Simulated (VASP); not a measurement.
Write the native input for VASP 6.6.1 that does the following.

```yaml
Task: single point
Functional: LDA
Potentials_or_basis: VASP PAW LDA potentials, release 64 (Ti_sv, Al)
Cutoff: 520 eV
k_mesh: 14 × 14 × 14
Occupations: gaussian, width 0.15 eV
Spin: no spin polarisation
Dipole_correction: no
Further_INCAR_settings: ALGO = Fast; EDIFF = 1e-06; NBANDS = 14
```

The structure of TiAl lies in POSCAR:

```
TiAl
1.0
    2.8663491144      0.0000000000      0.0000000000
    0.0000000000      3.2959109708      0.0000000000
    0.0000000000      0.0000000000      3.1240862282
Ti Al
1 1
Direct
    0.0000000000      0.0000000000      0.0000000000
    0.5000000000      0.5000000000      0.5000000000
```

This cell differs from its parent crystal: normal strain along x -0.0825, normal strain along y +0.0550.

These files were run (other wordings do the same):

INCAR

```
SYSTEM = TiAl
PREC = Accurate
ENCUT = 520
EDIFF = 1E-6
ISMEAR = 0
SIGMA = 0.15
LREAL = .False.
LASPH = .True.
NELM = 80
ALGO = Fast
ISIF = 2
LWAVE = .False.
LCHARG = .True.
LELF = .True.
LVHAR = .True.
NBANDS = 14
```

KPOINTS

```
Automatic mesh
0
Gamma
  14 14 14
  0 0 0
```

Potentials or basis: VASP PAW LDA potentials, release 64 (Ti_sv, Al).

Command:

```bash
$ cat potpaw_LDA.64/Ti_sv/POTCAR potpaw_LDA.64/Al/POTCAR > POTCAR
$ mpirun -np 1 vasp_std > vasp.out
```

Results of the run:

The pressure is 5.0 GPa and the band gap on the k mesh is zero (an odd number of electrons rules out a gap without spin polarisation).

Caveat: the cell differs from its parent crystal (normal strain along x -0.0825, normal strain along y +0.0550); the stress differs along the axes, from 2 to 9 GPa.

It took 8.7 min on 1 thread of Intel Xeon 8259CL, with other jobs on the host, peak memory 0.32 GiB.
